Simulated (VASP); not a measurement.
Wanted: the native input for a VASP 6.6.1 run.

```
Task                   : single point
Functional             : PBEsol
Potentials or basis    : VASP PAW PBE potentials, release 64 (Pb_d, Se)
Cutoff                 : 520 eV
k mesh                 : 2 × 2 × 2
Occupations            : fermi-dirac, width 0.026 eV
Spin                   : no spin polarisation
Dipole correction      : no
Further INCAR settings : LREAL = Auto; ALGO = Normal; EDIFF = 1e-07; NBANDS = 94
```

The structure of PbSe lies in POSCAR:

```
PbSe
1.0
    0.0000000000      6.1774044403      6.1774044403
    6.1774044403      0.0000000000      6.1774044403
    6.1774044403      6.1774044403      0.0000000000
Pb Se
8 8
Direct
   -0.0079559304      0.0032510418      0.0007467538
    0.0016569257     -0.0008196808      0.4949917930
   -0.0052227437      0.4974488929      0.0040889342
    0.0009890885      0.5034476907      0.4985616580
    0.5019523216     -0.0006009806      0.0027951060
    0.5021753926     -0.0037668733      0.4987359221
    0.5079057928      0.4988785387     -0.0082922367
    0.4969283669      0.5067637274      0.5030701049
    0.2513975756      0.2598773507      0.2466661386
    0.2547344140      0.2588528103      0.7478214426
    0.2453546655      0.7585099932      0.2379790759
    0.2565838962      0.7389748468      0.7556558009
    0.7567243727      0.2453929502      0.2479851392
    0.7440975485      0.2552580967      0.7465678417
    0.7642989132      0.7504380755      0.2377211196
    0.7401497739      0.7487564631      0.7505217676
```

These files were run (other wordings do the same):

INCAR

```
SYSTEM = PbSe
PREC = Accurate
ENCUT = 520
EDIFF = 1E-7
ISMEAR = -1
SIGMA = 0.026
LREAL = Auto
LASPH = .True.
NELM = 80
ALGO = Normal
ISIF = 2
LWAVE = .False.
LCHARG = .True.
GGA = PS
LELF = .True.
LVHAR = .True.
NBANDS = 94
```

KPOINTS

```
Automatic mesh
0
Gamma
  2 2 2
  0 0 0
```

Potentials or basis: VASP PAW PBE potentials, release 64 (Pb_d, Se).

Run with:

```console
$ cat potpaw_PBE.64/Pb_d/POTCAR potpaw_PBE.64/Se/POTCAR > POTCAR
$ mpirun -np 1 vasp_std > vasp.out
```

It gave:

* Pressure: -1.8 GPa
* Largest force: 0.398 eV/Å
* Band gap on the k mesh: 0.31 eV

Caveat: the k points lie up to 0.44 Å⁻¹ apart; the atoms stand as in a frame of molecular dynamics; the PAW data sets were made with another functional, which shifts forces and pressure a little; spin-orbit coupling is left out, which moves the levels of the heavy elements.

It took 27 min on 1 thread of Oxide Virtual Turin-like Processor, on a shared host, peak memory 0.75 GiB.
